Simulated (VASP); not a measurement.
Here is a VASP 6.6.1 calculation.

INCAR

```
PREC = Accurate
ENCUT = 520
EDIFF = 1E-8
ISMEAR = -1
SIGMA = 0.05
LREAL = False
LASPH = True
NELM = 150
ALGO = Normal
ISIF = 2
LWAVE = False
LCHARG = False
ISPIN = 2
MAGMOM = 1.5 0 0
LORBIT = 11
LMAXMIX = 4
GGA = CA
LEFG = True
NBANDS = 18
```

The input KPOINTS:

```
Automatic mesh
0
Gamma
  15 15 15
```

File POSCAR:

```
VH2
1.0
    0.0000000000      1.6949474732      1.6949474732
    1.6949474732      0.0000000000      1.6949474732
    1.6949474732      1.6949474732      0.0000000000
V H
1 2
Direct
    0.0000000000      0.0000000000      0.0000000000
    0.2500000000      0.2500000000      0.2500000000
    0.7500000000      0.7500000000      0.7500000000
```

Potentials or basis: VASP PAW LDA potentials, release 64 (V_sv, H).

Launch:

```sh
$ cat potpaw_LDA.64/V_sv/POTCAR potpaw_LDA.64/H/POTCAR > POTCAR
$ mpirun -np 1 vasp_std > vasp.out
```

(1) Predict the net moment.

(2) Estimate the pressure.

## Answers

(1) 0.00 μB per cell.

(2) 391.7 GPa.

Caveat: the cell stands under pressure.
